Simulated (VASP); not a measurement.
Input of a VASP 6.6.1 run:

POSCAR

```
CdTe
1.0
    0.0000000000      3.2799551162      3.4111533208
    3.2799551162      0.0000000000      3.4111533208
    3.2799551162      3.2799551162      0.0000000000
Cd Te
1 1
Direct
    0.0000000000      0.0000000000      0.0000000000
    0.2500000000      0.2500000000      0.2500000000
```

Contents of INCAR.step1:

```
SYSTEM = CdTe
ALGO = Normal ; EDIFF = 1E-4
ENCUT = 520 ; GGA = PE
GGA_COMPAT = .FALSE. ; ISMEAR = -1
LASPH = .TRUE. ; LCHARG = .FALSE.
LNONCOLLINEAR = .TRUE. ; LREAL = .FALSE.
LSORBIT = .TRUE. ; LWAVE = .TRUE.
MAGMOM = 0 0 0 0 0 0 ; NBANDS = 30
NELM = 150 ; PREC = Accurate
SIGMA = 0.02
```

INCAR.step2

```
SYSTEM = CdTe
ALGO = Normal ; EDIFF = 1E-7
ENCUT = 520 ; GGA_COMPAT = .FALSE.
ISIF = 2 ; ISMEAR = -1
ISTART = 1 ; LASPH = .TRUE.
LCHARG = .FALSE. ; LMIXTAU = .TRUE.
LNONCOLLINEAR = .TRUE. ; LORBIT = 11
LORBMOM = .TRUE. ; LREAL = .FALSE.
LSORBIT = .TRUE. ; LWAVE = .FALSE.
MAGMOM = 0 0 0 0 0 0 ; METAGGA = R2SCAN
NBANDS = 30 ; NELM = 150
PREC = Accurate ; SIGMA = 0.02
```

File KPOINTS:

```
k-points
0
G
  6 6 6
  0 0 0
```

Potentials or basis: VASP PAW PBE potentials, release 64 (Cd, Te).

Launch:

```sh
$ cat potpaw_PBE.64/Cd/POTCAR potpaw_PBE.64/Te/POTCAR > POTCAR
$ cp INCAR.step1 INCAR
$ mpirun -np 1 vasp_ncl > vasp.out
$ cp INCAR.step2 INCAR
$ mpirun -np 1 vasp_ncl > vasp.out
```

Q: Estimate the net moment.

A: 0.00 μB per cell.

Q: What does it give for the pressure?

A: -1.4 GPa.

Moments on the atoms (μB; x, y, z):
```
Cd  0.00 0.00 0.00
Te  0.00 0.00 0.00
```

Caveat: the cell differs from its parent crystal (uniaxial z strain +4.0%); the PAW data sets were made with another functional, which shifts forces and pressure a little.
